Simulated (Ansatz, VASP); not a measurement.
One calculation of Pt, two programs

```xyz
2
Lattice="0.0000 -1.9579 -1.9579 0.0000 1.9579 -1.9579 3.9158 0.0000 0.0000" Properties=species:S:1:pos:R:3 pbc="T T T"
Pt    1.8579    0.0000   -1.9579
Pt    0.1000    0.0000    0.0000
```

Change from the starting cell: mode 6 (200.8 1/cm) frozen in, largest displacement -0.100 Å.

Alike in both runs: task single point; functional PBE; k mesh 18 × 18 × 12; occupations gaussian, width 0.15 eV; no spin polarisation.

|  | VASP | Ansatz |
| --- | --- | --- |
| version | VASP 6.6.1 | Ansatz 0.2.0 |
| potentials or method | VASP PAW PBE potentials, release 64 (Pt), cutoff 520 eV | scalar-relativistic, plane waves, PAW |
| valence electrons in the cell | 20 | 36 |

|  | VASP | Ansatz | Ansatz less VASP |
| --- | --- | --- | --- |
| gap on the k mesh at the Fermi level (eV) | none | none | - |
| pressure (GPa) | 17.7 | 18.3 | +0.55 |
| traceless stress, the component that is largest in VASP (GPa) | -0.75 | -0.73 | +0.015 |
| rms of the force components (eV/Å) | 1.700 | 1.714 | +0.0133 |

Atom by atom the forces differ by 0.013 eV/Å (rms over components). A gap of «none» marks a metal or a gap that the smearing closes. VASP's potentials hold 20 valence electrons a cell and Ansatz's 36, so a difference there can come from the potentials and not from the codes.

Neither program's run includes spin-orbit coupling.
